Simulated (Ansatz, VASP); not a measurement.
# ZnS: VASP beside Ansatz

File POSCAR:

```
ZnS
1.0
    0.0000000000      2.9210220000      2.8128360000
    2.9210220000      0.0000000000      2.8128360000
    2.9210220000      2.9210220000      0.0000000000
Zn S
1 1
Direct
    0.0000000000      0.0000000000      0.0000000000
    0.7500000000      0.7500000000      0.7500000000
```

Contents of INCAR.step1:

```
ALGO = Normal ; EDIFF = 1E-4
ENCUT = 520 ; GGA = PE
ISMEAR = 0 ; LASPH = T
LCHARG = F ; LREAL = F
LWAVE = T ; NBANDS = 16
NELM = 100 ; PREC = Accurate
SIGMA = 0.05
```

Contents of INCAR.step2:

```
ALGO = Normal ; EDIFF = 1E-6
ENCUT = 520 ; ISIF = 2
ISMEAR = 0 ; ISTART = 1
LASPH = T ; LCHARG = F
LMIXTAU = T ; LREAL = F
LWAVE = F ; METAGGA = R2SCAN
NBANDS = 16 ; NELM = 100
PREC = Accurate ; SIGMA = 0.05
```

Contents of KPOINTS:

```
k-points
0
Gamma
  8 8 8
```

Input for Ansatz:

```yaml
crystal:
  lattice:
    - [0.0, 2.921022, 2.812836]
    - [2.921022, 0.0, 2.812836]
    - [2.921022, 2.921022, 0.0]
  atoms:
    - { symbol: Zn, position: [0.0, 0.0, 0.0] }
    - { symbol: S, position: [0.75, 0.75, 0.75] }
basis:
  ecutwfc: 500
kpoints:
  mp_grid: { grid: [8, 8, 8] }
hamiltonian:
  xc: r2scan
scf:
  occupations: { method: gaussian, width: 0.05 }
output:
  forces: true
  stress: true
  eigenvalues: true
```

Change from the starting cell: strain +0.080 along x and y, +0.040 along z, atoms carried along.

Alike in both runs: task single point; functional r2SCAN; k mesh 8 × 8 × 8; occupations gaussian, width 0.05 eV; no spin polarisation.

```csv
,VASP,Ansatz
version,VASP 6.6.1,Ansatz 0.2.0
potentials or method,"VASP PAW PBE potentials, release 64 (Zn, S), cutoff 520 eV","scalar-relativistic, plane waves, PAW"
valence electrons in the cell,18,18
```

Ansatz gave:

* gap on the k mesh at the Fermi level (eV): 1.73
* least direct gap on the mesh (eV): 1.73
* pressure (GPa): -10.3
* traceless stress, the component that is largest in VASP (GPa): 1.07

Question: What did VASP give for the same quantities?

Answer: gap on the k mesh at the Fermi level (eV): 1.73; least direct gap on the mesh (eV): 1.73; pressure (GPa): -10.3; traceless stress, the component that is largest in VASP (GPa): 1.08.

VASP's potentials were made for PBE, not for r2SCAN.
